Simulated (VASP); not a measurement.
# GaAs5 (P-62m) in VASP: a series of runs, part 2 of 2

VASP 6.6.1.

### Step 3. Relaxation of cell and atoms, PBE

This run uses another cell than the first one, of 19.50 Å³/atom, 0.639 times its volume.

INCAR reads:

```
ALGO = Normal
EDIFF = 1E-6
EDIFFG = -0.04
ENCUT = 600
GGA = PE
IBRION = 2
ISIF = 3
ISMEAR = 0
LASPH = True
LCHARG = False
LREAL = False
LWAVE = False
NELM = 100
NSW = 90
PREC = Accurate
SIGMA = 0.1
```

KPOINTS reads:

```
k-points
0
Gamma
  6 6 4
```

POSCAR reads:

```
GaAs5
1.0
    5.0850895804      0.0000000000      0.0000000000
   -2.5425447902      4.4038167572      0.0000000000
    0.0000000000      0.0000000000      5.2236265640
Ga As
1 5
Direct
    0.0000000000      0.0000000000      0.5000000000
    0.0000000000      0.6506044834      0.0000000000
    0.3333333333      0.6666666667      0.5000000000
    0.6506044834      0.0000000000      0.0000000000
    0.6666666667      0.3333333333      0.5000000000
    0.3493955166      0.3493955166      0.0000000000
```

Potentials or basis: VASP PAW PBE potentials, release 64 (Ga_d, As).

Run with:

```console
$ cat potpaw_PBE.64/Ga_d/POTCAR potpaw_PBE.64/As/POTCAR > POTCAR
$ mpirun -np 1 vasp_std > vasp.out
```

OUTCAR:

```text
EDIFF = 1E-6
   EDIFFG = -0.04
   ENCUT = 600
   GGA = PE
   IBRION = 2
   ISIF = 3
   ISMEAR = 0
   LASPH = True
   LREAL = False
   NELM = 100
   NSW = 90
   PREC = Accurate

 ion  position               nearest neighbor table
   1  0.000  0.000  0.500-
   2  0.000  0.651  0.000-   6 2.87   6 2.87   4 2.87   4 2.87
   3  0.333  0.667  0.500-
   4  0.651  0.000  0.000-   6 2.87   2 2.87   6 2.87   2 2.87
   5  0.667  0.333  0.500-
   6  0.349  0.349  0.000-   2 2.87   2 2.87   4 2.87   4 2.87

  LATTYP: Found a hexagonal cell.
 ALAT       =     5.0850895804
 C/A-ratio  =     1.0272437646

  Lattice vectors:

 A1 = (   5.0850895804,   0.0000000000,   0.0000000000)
 A2 = (  -2.5425447902,   4.4038167572,   0.0000000000)
 A3 = (   0.0000000000,   0.0000000000,   5.2236265640)

Analysis of symmetry for initial positions (statically):
=====================================================================
 Subroutine PRICEL returns:
 Original cell was already a primitive cell.

 Routine SETGRP: Setting up the symmetry group for a
 hexagonal supercell.

 Subroutine GETGRP returns: Found 12 space group operations
 (whereof 12 operations were pure point group operations)
 out of a pool of 24 trial point group operations.

[... 171 lines left out ...]

  FORCE on cell =-STRESS in cart. coord.  units (eV):
  Direction    XX          YY          ZZ          XY          YZ          ZX
  --------------------------------------------------------------------------------------
  -------------------------------------------------------------------------------------
  Total        0.8018211      0.8018211     -0.8853314      0.0000000      0.0000000      0.0000000
  in kB       10.9821681     10.9821681    -12.1259702      0.0000000      0.0000000      0.0000000
  external PRESSURE =       3.2794553 kB  Pullay stress =       0.0000000 kB
[... 101 lines left out ...]
  FREE ENERGIE OF THE ION-ELECTRON SYSTEM (eV)
  ---------------------------------------------------
  free  energy   TOTEN  =       -23.9557704922 eV

  energy  without entropy=      -23.9412416308  energy(sigma->0) =      -23.94850606

[... ionic steps 4 to 31 ...]

--------------------------------------- Ionic step       32  -------------------------------------------

 number of electron      38.0000015 magnetization

------------------------ aborting loop because EDIFF is reached ----------------------------------------
[... 75 lines left out ...]
--------------------------------------- Ionic step       34  -------------------------------------------

 number of electron      38.0000015 magnetization

 Free energy of the ion-electron system (eV)
  ---------------------------------------------------
  ext. energy  EPLUGINS =         0.00000000
  ---------------------------------------------------
  free energy    TOTEN  =       -24.04843982 eV

  energy without entropy =      -24.03065591  energy(sigma->0) =      -24.03954786

 E-fermi :   5.3881     XC(G=0): -10.4414

 val. band max:        5.3619185375   @ k =   0.3333  -0.0000   0.5000
 cond. band min:       5.4307694391   @ k =   0.3333  -0.0000   0.2500
 fundamental gap:      0.0688509016
 Fermi energy:         5.3881307747

 k-point     1 :       0.0000    0.0000    0.0000
  band No.  band energies     occupation
      1      -9.3707      2.00000
      2      -9.2887      2.00000
      3      -9.2887      2.00000
      4      -9.2879      2.00000
      5      -9.2879      2.00000
      6      -8.8413      2.00000
[... 568 lines left out ...]
  FREE ENERGIE OF THE ION-ELECTRON SYSTEM (eV)
  ---------------------------------------------------
  free  energy   TOTEN  =       -24.0484398154 eV

  energy  without entropy=      -24.0306559066  energy(sigma->0) =      -24.03954786

 reached required accuracy - stopping structural energy minimisation
```

OSZICAR:

```text
N       E                     dE             d eps       ncg     rms          rms(c)
DAV:   1     0.277072666120E+03    0.27707E+03   -0.18168E+04   966   0.203E+03
DAV:   2     0.124355845109E+02   -0.26464E+03   -0.25991E+03  1023   0.437E+02
[... 275 lines left out ...]
  33 F= -.24048220E+02 E0= -.24039645E+02  d E =-.312016E-03
       N       E                     dE             d eps       ncg     rms          rms(c)
DAV:   1    -0.240492340817E+02   -0.10136E-02   -0.37995E-02  1001   0.119E+00    0.166E-01
DAV:   2    -0.240487565688E+02    0.47751E-03   -0.19581E-03  1220   0.336E-01    0.969E-02
DAV:   3    -0.240484380942E+02    0.31847E-03   -0.52567E-04  1258   0.146E-01    0.112E-02
DAV:   4    -0.240484400208E+02   -0.19266E-05   -0.40104E-05  1080   0.451E-02    0.595E-03
DAV:   5    -0.240484398154E+02    0.20543E-06   -0.17211E-06   958   0.874E-03
  34 F= -.24048440E+02 E0= -.24039548E+02  d E =-.531511E-03
```

Run time: 33 min. Hardware: 1 thread of AMD EPYC 7R43 (Zen 3), shared host; peak memory 0.27 GiB.

What came out:

| Property | Result |
| --- | --- |
| Free energy | -24.0484 eV |
| Relaxed volume | 20.41 Å³/atom |
| Relaxed cell | a = 5.169 Å, b = 5.169 Å, c = 5.292 Å, α = 90.00°, β = 90.00°, γ = 120.00° |
| Space group after relaxing (to 0.05 Å) | P-62m (No. 189) |
| Energy gained by relaxing | 19.3 meV/atom |
| Ionic steps | 34 |
| Pressure after relaxing | -0.1 GPa |
| Largest force after relaxing | 0.019 eV/Å |
| Band gap on the k mesh | zero (band 19 reaches 6.05 eV, above the bottom of band 20 at 3.70 eV) |

Forces in eV/Å, atoms in the order of the input:
```
Ga   0.000  0.000  0.000
As   0.009 -0.016  0.000
As   0.000  0.000  0.000
As  -0.019  0.000  0.000
As   0.000  0.000  0.000
As   0.009  0.016  0.000
```

Step by step:
```tsv
step	energy change (eV)	largest force (eV/Å)	pressure (GPa)	volume (Å³)
1	0.0000	0.2129	0.33	116.98
2	-0.0180	0.1712	-0.28	117.65
3	-0.0232	0.1234	-0.74	118.15
4	-0.0298	0.1168	0.07	116.64
5	-0.0300	0.1151	0.26	116.35
6	-0.0341	0.1062	0.26	116.28
7	-0.0443	0.0744	0.30	116.07
8	-0.0553	0.0352	0.70	115.63
9	-0.0594	0.0734	-0.56	117.72
10	-0.0597	0.0622	-0.27	117.26
11	-0.0625	0.0895	-0.27	117.47
12	-0.0714	0.1561	-0.06	118.10
13	-0.0686	0.1190	1.26	119.32
14	-0.0722	0.1491	0.30	118.59
15	-0.0725	0.1497	0.32	118.63
16	-0.0735	0.1513	0.37	118.76
17	-0.0756	0.1519	0.54	119.02
18	-0.0797	0.1335	0.91	119.52
19	-0.0691	0.2000	1.94	120.54
20	-0.0804	0.1177	1.03	119.66
21	-0.0807	0.0517	1.31	119.97
22	-0.0809	0.0902	1.17	119.82
23	-0.0855	0.0414	1.18	120.32
24	-0.0884	0.0622	1.24	121.00
25	-0.0945	0.0369	0.94	121.41
26	-0.1061	0.0355	0.08	122.63
27	-0.1016	0.1656	-1.48	125.08
28	-0.1085	0.0869	-0.54	123.56
29	-0.1105	0.0654	-0.41	123.37
30	-0.1138	0.0148	-0.24	122.95
31	-0.1150	0.0895	0.20	122.11
32	-0.1154	0.0576	0.07	122.36
33	-0.1157	0.0426	-0.01	122.39
34	-0.1159	0.0189	-0.15	122.43
```

Final structure:
```cif
data_structure
_symmetry_space_group_name_H-M 'P 1'
_symmetry_Int_Tables_number 1
_cell_length_a 5.1687
_cell_length_b 5.1687
_cell_length_c 5.2917
_cell_angle_alpha 90.000
_cell_angle_beta 90.000
_cell_angle_gamma 120.000
_cell_volume 122.43
loop_
_atom_site_label
_atom_site_type_symbol
_atom_site_fract_x
_atom_site_fract_y
_atom_site_fract_z
_atom_site_occupancy
Ga1 Ga 0.00000 0.00000 0.50000 1
As1 As 0.00000 0.71543 0.00000 1
As2 As 0.33333 0.66667 0.50000 1
As3 As 0.71543 0.00000 0.00000 1
As4 As 0.66667 0.33333 0.50000 1
As5 As 0.28457 0.28457 0.00000 1
```

### Step 4. Single point, PBE

This run uses another cell than the first one, of 20.00 Å³/atom, 0.656 times its volume.

INCAR reads:

```
SYSTEM = GaAs5
ALGO = Normal
EDIFF = 1E-6
ENCUT = 520
GGA = PE
ISIF = 2
ISMEAR = 0
LASPH = .TRUE.
LCHARG = .FALSE.
LREAL = .FALSE.
LWAVE = .FALSE.
NBANDS = 28
NELM = 80
PREC = Accurate
SIGMA = 0.1
```

KPOINTS reads:

```
k-points
0
G
  12 12 8
  0 0 0
```

POSCAR reads:

```
GaAs5
1.0
    5.1847119981      0.0000000000      0.0000000000
   -2.5923559990      4.4900923017      0.0000000000
    0.0000000000      0.0000000000      5.1556475738
Ga As
1 5
Direct
    0.0000000000      0.0000000000      0.5000000000
    0.0000000000      0.7138667318      0.0000000000
    0.3333333333      0.6666666667      0.5000000000
    0.7138667318      0.0000000000      0.0000000000
    0.6666666667      0.3333333333      0.5000000000
    0.2861332682      0.2861332682      0.0000000000
```

Run with:

```console
$ cat potpaw_PBE.64/Ga_d/POTCAR potpaw_PBE.64/As/POTCAR > POTCAR
$ mpirun -np 1 vasp_std > vasp.out
```

Run time: 4.3 min. Hardware: 1 thread of AMD EPYC 7R43 (Zen 3), shared host; peak memory 0.4 GiB.

The run converged. Its results:

| Property | Result |
| --- | --- |
| Free energy | -24.1108 eV |
| Pressure | 0.1 GPa |
| Largest force | 0.041 eV/Å |
| Band gap on the k mesh | zero (band 19 reaches 6.51 eV, above the bottom of band 20 at 3.62 eV) |

Forces on the atoms (eV/Å):
```
Ga   0.000  0.000  0.000
As   0.021 -0.036  0.000
As   0.000  0.000  0.000
As  -0.041  0.000  0.000
As   0.000  0.000  0.000
As   0.021  0.036  0.000
```

Stress tensor (GPa, compression positive):
```
0.17 0.00 0.00
0.00 0.17 0.00
0.00 0.00 0.09
```

Levels at points of the mesh, in eV from the Fermi level:
```
           k point  band 15  band 16  band 17  band 18  band 19  band 20  band 21  band 22  band 23  band 24
(0.00, 0.00, 0.00)    -2.37    -1.79    -1.79    -0.84    -0.82    -0.82    -0.25    -0.25    -0.12     0.21
(0.50, 0.00, 0.00)    -3.38    -1.75    -1.74    -1.06    -0.33     0.35     0.62     1.28     2.64     2.86
(0.00, 0.00, 0.50)    -3.46    -3.46    -2.92    -2.60    -2.60    -0.59    -0.32     3.14     3.14     3.49
(0.50, 0.00, 0.50)    -1.29    -1.03    -0.47    -0.05     0.50     1.00     1.11     1.77     1.97     2.12
```

### Step 5. Overview

```tsv
task	cell	k mesh	cutoff (eV)	gap on the mesh (eV)	pressure (GPa)	relaxed volume (Å³/atom)	largest force (eV/Å)
relaxation of cell and atoms	relaxed from a = 6.132, b = 6.132, c = 5.619 Å, angles 90.0, 90.0, 120.0°, 6 atoms	3 × 3 × 4	600	none	-0.2	20.31	0.03
relaxation of cell and atoms	relaxed from a = 5.085, b = 5.085, c = 5.224 Å, angles 90.0, 90.0, 120.0°, 6 atoms	6 × 6 × 4	600	none	-0.1	20.41	0.02
single point	a = 5.185, b = 5.185, c = 5.156 Å, angles 90.0, 90.0, 120.0°, 6 atoms	12 × 12 × 8	520	none	0.1	-	0.04
```

Alike in all rows: level PBE; potentials or basis VASP PAW PBE potentials, release 64 (Ga_d, As); no spin polarisation; smearing gaussian 0.1 eV.

Caveats: some runs use coarse meshes; the volume moved by over 15 % at a fixed basis, so the end points are rough (some runs).

Total energies depend on the potentials used, so only differences within one code and one set of settings carry meaning.
